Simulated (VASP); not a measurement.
Runs of VASP 6.6.1 on Pt. The structure is that of space group Fm-3m (No. 225), or close to it. The cells are those of the table. 

```tsv
cell	gap on the mesh (eV)	pressure (GPa)
a = 2.730 Å, angles 60.0°, 1 atom	none	(a)
a = 2.915 Å, angles 60.0°, 1 atom	none	-20.8
a = 2.880 Å, angles 60.0°, 1 atom	none	(b)
a = 2.807 Å, angles 60.0°, 1 atom	none	-0.4
a = 2.769 Å, angles 60.0°, 1 atom	none	10.9
```

Alike in all rows: task single point; level PBE; potentials or basis VASP PAW PBE potentials, release 64 (Pt); no spin polarisation; k mesh 22 × 22 × 22; cutoff (eV) 520; smearing gaussian 0.15 eV.

Fill in the values left out.

(a) 25.5; (b) -15.7.

Caveats: spin-orbit coupling is left out, which moves the levels of the heavy elements.

A k mesh can miss the band edges, and the runs leave out spin-orbit coupling on Pt.

A gap of «none» marks levels without a gap at the run's occupations.
